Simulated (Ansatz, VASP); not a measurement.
# Two plane-wave programs on BN

POSCAR

```
BN
1.0
    0.0000000000      1.8048254535      1.8048254535
    1.8048254535      0.0000000000      1.8048254535
    1.8048254535      1.8048254535      0.0000000000
B N
1 1
Direct
    0.0000000000      0.0000000000      0.0000000000
    0.2500000000      0.2500000000      0.2500000000
```

The input INCAR.step1:

```
SYSTEM = BN
PREC     = Accurate       ! precision mode
ENCUT    = 520            ! plane-wave cutoff, eV
EDIFF    = 1E-5           ! SCF threshold, eV
ISMEAR   = 0              ! smearing method
SIGMA    = 0.01           ! smearing width, eV
LREAL    = .False.        ! projectors in reciprocal space
LASPH    = .True.         ! aspherical terms in the spheres
NELM     = 80             ! most SCF steps
ALGO     = Normal         ! electronic algorithm
ISIF     = 2              ! what is computed and relaxed
LWAVE    = .True.         ! write WAVECAR
LCHARG   = .False.        ! write CHGCAR
NBANDS   = 11             ! bands
GGA      = PE             ! functional
```

The input INCAR.step2:

```
SYSTEM = BN
PREC     = Accurate       ! precision mode
ENCUT    = 520            ! plane-wave cutoff, eV
EDIFF    = 1E-6           ! SCF threshold, eV
ISMEAR   = 0              ! smearing method
SIGMA    = 0.01           ! smearing width, eV
LREAL    = .False.        ! projectors in reciprocal space
LASPH    = .True.         ! aspherical terms in the spheres
NELM     = 80             ! most SCF steps
ALGO     = Normal         ! electronic algorithm
ISIF     = 2              ! what is computed and relaxed
LWAVE    = .False.        ! write WAVECAR
LCHARG   = .False.        ! write CHGCAR
GGA      = PE             ! functional
LHFCALC  = .True.         ! exact exchange
AEXX     = 0.5            ! exact-exchange fraction
PRECFOCK = Normal       
NBANDS   = 11             ! bands
ISTART   = 1
```

File KPOINTS:

```
Automatic mesh
0
Gamma
  6 6 6
  0 0 0
```

Input for Ansatz:

```yaml
crystal:
  lattice:
    - [0.0, 1.8048254535, 1.8048254535]
    - [1.8048254535, 0.0, 1.8048254535]
    - [1.8048254535, 1.8048254535, 0.0]
  atoms:
    - { symbol: B, position: [0.0, 0.0, 0.0] }
    - { symbol: "N", position: [0.25, 0.25, 0.25] }
kpoints:
  mp_grid: { grid: [6, 6, 6] }
hamiltonian:
  xc: { exchange: pbe, correlation: pbe, exx: { coeff: 0.5 } }
scf:
  occupations: { method: fixed }
  n_extra_bands: 4
output:
  forces: true
  stress: true
  eigenvalues: true
```

Alike in both runs: task single point; functional PBE-based global hybrid; k mesh 6 × 6 × 6; no spin polarisation.

|  | VASP | Ansatz |
| --- | --- | --- |
| version | VASP 6.6.1 | Ansatz 0.2.0 |
| potentials or method | VASP PAW PBE potentials, release 64 (B, N) | plane waves |
| plane-wave cutoff (eV) | 520 | 420 |
| occupations | gaussian, width 0.01 eV | fixed |
| valence electrons in the cell | 8 | 8 |

```csv
,VASP,Ansatz,Ansatz less VASP
gap on the k mesh at the Fermi level (eV),8.74,8.71,-0.026
pressure (GPa),-12.3,-12.8,-0.49
```

VASP's potentials were made for PBE, not for PBE-based global hybrid. Ansatz's warnings: stress exchange threshold loose, stress scf threshold loose.

The k mesh is coarse, so the values compare programs but aren't converged.
